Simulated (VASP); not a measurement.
Input of a VASP 6.6.1 run:

Contents of INCAR:

```
SYSTEM = RbCl
  PREC = Accurate
  ENCUT = 500
  EDIFF = 1E-7
  ISMEAR = 0
  SIGMA = 0.01
  LREAL = .False.
  LASPH = .True.
  NELM = 120
  ALGO = Normal
  ISIF = 8
  LWAVE = .False.
  LCHARG = .False.
  GGA = PS
  IBRION = 2
  NSW = 80
  EDIFFG = -0.03
  GGA_COMPAT = .False.
  NELMIN = 4
```

Contents of KPOINTS:

```
regular mesh
0
Gamma
  5 5 5
  0 0 0
```

The input POSCAR:

```
RbCl
1.0
    0.0000000000      3.2740000000      3.2740000000
    3.2740000000      0.0000000000      3.2740000000
    3.2740000000      3.2740000000      0.0000000000
Rb Cl
1 1
Direct
    0.0000000000      0.0000000000      0.0000000000
    0.5000000000      0.5000000000      0.5000000000
```

Potentials or basis: VASP PAW PBE potentials, release 64 (Rb_sv, Cl).

The run is started by

```console
$ cat potpaw_PBE.64/Rb_sv/POTCAR potpaw_PBE.64/Cl/POTCAR > POTCAR
$ mpirun -np 1 vasp_std > vasp.out
```

Question: Estimate the band gap on the k mesh.

Answer: 4.89 eV, direct.

Final structure:
```
Rb Cl
1.0
     0.00000    3.27400    3.27400
     3.27400    0.00000    3.27400
     3.27400    3.27400    0.00000
Rb Cl
1 1
Direct
  0.00000 0.00000 0.00000
  0.50000 0.50000 0.50000
```

Caveat: the relaxation stopped at its first step, so nothing moved. PBEsol gaps usually lie below the measured ones, often by a third to a half.
